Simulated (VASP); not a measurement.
The system is InP.

```xyz
2
Lattice="0.0000 2.7123 2.7123 2.7123 0.0000 2.7123 2.7123 2.7123 0.0000" Properties=species:S:1:pos:R:3 pbc="T T T"
In    0.0000    0.0000    0.0000
P     2.7123    2.7123    2.7123
```

Program: VASP 6.6.1. Alike in all runs: task single point; no spin polarisation; cell as given; k mesh 8 × 8 × 8; cutoff (eV) 520; smearing fermi-dirac 0.05 eV.

Question: Order these runs on this cell by their pressure, lowest first.
A. level LDA; potentials or basis VASP PAW LDA potentials, release 64 (In_d, P)
B. level PBEsol; potentials or basis VASP PAW PBE potentials, release 64 (In_d, P)
C. level PBE; potentials or basis VASP PAW PBE potentials, release 64 (In_d, P)

Answer: A (-0.4 GPa), B (1.6 GPa), C (5.2 GPa).

Caveats: the PAW data sets were made with another functional, which shifts forces and pressure a little (some runs).
